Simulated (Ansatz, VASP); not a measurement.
KTaO3: VASP beside Ansatz

The input INCAR:

```
SYSTEM = KTaO3
PREC     = Accurate       ! precision mode
ENCUT    = 520            ! plane-wave cutoff, eV
EDIFF    = 1E-7           ! SCF threshold, eV
ISMEAR   = -1             ! smearing method
SIGMA    = 0.01           ! smearing width, eV
LREAL    = .False.        ! projectors in reciprocal space
LASPH    = .True.         ! aspherical terms in the spheres
NELM     = 100            ! most SCF steps
ALGO     = Normal         ! electronic algorithm
ISIF     = 2              ! what is computed and relaxed
LWAVE    = .False.        ! write WAVECAR
LCHARG   = .False.        ! write CHGCAR
GGA      = PE             ! functional
NBANDS   = 27             ! bands
```

The input KPOINTS:

```
regular mesh
0
Gamma
  5 5 5
  0 0 0
```

Contents of POSCAR:

```
KTaO3
1.0
    4.0147133525      0.0000000000      0.0000000000
    0.0000000000      4.0147133525      0.0000000000
    0.0000000000      0.0000000000      4.0147133525
K Ta O
1 1 3
Direct
    0.5000000000      0.5000000000      0.5000000000
    0.0000000000      0.0000000000      0.0000000000
    0.5000000000      0.0000000000      0.0000000000
    0.0000000000      0.5000000000      0.0000000000
    0.0000000000      0.0000000000      0.5000000000
```

Input for Ansatz:

```yaml
crystal:
  lattice:
    - [4.0147133525, 0.0, 0.0]
    - [0.0, 4.0147133525, 0.0]
    - [0.0, 0.0, 4.0147133525]
  atoms:
    - { symbol: K, position: [0.5, 0.5, 0.5] }
    - { symbol: Ta, position: [0.0, 0.0, 0.0] }
    - { symbol: O, position: [0.5, 0.0, 0.0] }
    - { symbol: O, position: [0.0, 0.5, 0.0] }
    - { symbol: O, position: [0.0, 0.0, 0.5] }
kpoints:
  mp_grid: { grid: [5, 5, 5] }
  band_path:
    path:
      - [0.0, 0.0, 0.0]
      - [0.0, 0.5, 0.0]
      - [0.5, 0.5, 0.0]
      - [0.0, 0.0, 0.0]
      - [0.5, 0.5, 0.5]
      - [0.0, 0.5, 0.0]
      - [0.5, 0.5, 0.5]
      - [0.5, 0.5, 0.0]
    npoints: 5
scf:
  occupations: { method: fermi_dirac, width: 0.01 }
hamiltonian:
  xc: pbe
  pseudopotentials: { kind: all_electron, lapw: { basis_error: 0.0005 } }
output:
  forces: true
  stress: true
  eigenvalues: true
```

Change from the starting cell: volume scaled by 1.02.

Alike in both runs: task single point; functional PBE; k mesh 5 × 5 × 5; occupations fermi-dirac, width 0.01 eV; no spin polarisation.

|  | VASP | Ansatz |
| --- | --- | --- |
| version | VASP 6.6.1 | Ansatz 0.2.0 |
| potentials or method | VASP PAW PBE potentials, release 64 (K_sv, Ta_pv, O), cutoff 520 eV | all-electron LAPW, scalar-relativistic |

Ansatz gave:

* gap on the k mesh at the Fermi level (eV): 2.29
* pressure (GPa): 1.5

Question: Estimate VASP's values.

Answer: gap on the k mesh at the Fermi level (eV): 2.24; pressure (GPa): 2.0.

Ansatz ran all-electron here, and VASP with PAW potentials.

Spin-orbit coupling is off throughout.
